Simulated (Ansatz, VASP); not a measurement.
CaO: VASP beside Ansatz

File POSCAR:

```
CaO
1.0
    3.8614128569      0.0000000000      0.0000000000
   -1.9307064285      3.3440816286      0.0000000000
    0.0000000000      0.0000000000      4.6273307448
Ca O
2 2
Direct
    0.3333333333      0.6666666667     -0.0625000000
    0.6666666667      0.3333333333      0.4375000000
    0.3333333333      0.6666666667      0.4375000000
    0.6666666667      0.3333333333      0.9375000000
```

The input INCAR.step1:

```
SYSTEM = CaO
PREC = Accurate
ENCUT = 520
ISMEAR = 0
SIGMA = 0.01
LREAL = .FALSE.
LASPH = .TRUE.
NELM = 80
NBANDS = 24
GGA = PE
ALGO = Normal
EDIFF = 1E-4
LWAVE = .TRUE.
LCHARG = .FALSE.
```

File INCAR.step2:

```
SYSTEM = CaO
PREC = Accurate
ENCUT = 520
EDIFF = 1E-6
ISMEAR = 0
SIGMA = 0.01
LREAL = .FALSE.
LASPH = .TRUE.
NELM = 80
ALGO = Normal
ISIF = 2
LWAVE = .FALSE.
LCHARG = .FALSE.
METAGGA = R2SCAN
LMIXTAU = .TRUE.
NBANDS = 24
ISTART = 1
```

Contents of KPOINTS:

```
regular mesh
0
G
  12 12 6
  0 0 0
```

Input for Ansatz:

```yaml
crystal:
  lattice:
    - [3.8614128569, 0.0, 0.0]
    - [-1.9307064285, 3.3440816286, 0.0]
    - [0.0, 0.0, 4.6273307448]
  atoms:
    - { symbol: Ca, position: [0.3333333333, 0.6666666667, -0.0625] }
    - { symbol: Ca, position: [0.6666666667, 0.3333333333, 0.4375] }
    - { symbol: O, position: [0.3333333333, 0.6666666667, 0.4375] }
    - { symbol: O, position: [0.6666666667, 0.3333333333, 0.9375] }
kpoints:
  mp_grid: { grid: [12, 12, 6] }
  band_path:
    path:
      - [0.0, 0.0, 0.0]
      - [0.5, 0.0, 0.0]
      - [0.3333333333, 0.3333333333, 0.0]
      - [0.0, 0.0, 0.5]
      - [0.5, 0.0, 0.5]
      - [0.3333333333, 0.3333333333, 0.5]
    npoints: 1
hamiltonian:
  xc: r2scan
scf:
  occupations: { method: fixed }
  n_extra_bands: 5
output:
  forces: true
  stress: true
  eigenvalues: true
```

Change from the starting cell: hydrostatic strain -3.0%.

Alike in both runs: task single point; functional r2SCAN; k mesh 12 × 12 × 6; no spin polarisation.

```csv
,VASP,Ansatz
version,VASP 6.6.1,Ansatz 0.2.0
potentials or method,"VASP PAW PBE potentials, release 64 (Ca_sv, O)","plane waves, PAW"
plane-wave cutoff (eV),520,500
occupations,"gaussian, width 0.01 eV",fixed
valence electrons in the cell,32,32
```

```csv
,VASP,Ansatz,Ansatz less VASP
gap on the k mesh at the Fermi level (eV),3.93,3.96,+0.026
pressure (GPa),11.8,10.4,-1.36
"traceless stress, the component that is largest in VASP (GPa)",0.89,0.91,+0.016
```

VASP's potentials were made for PBE, not for r2SCAN.
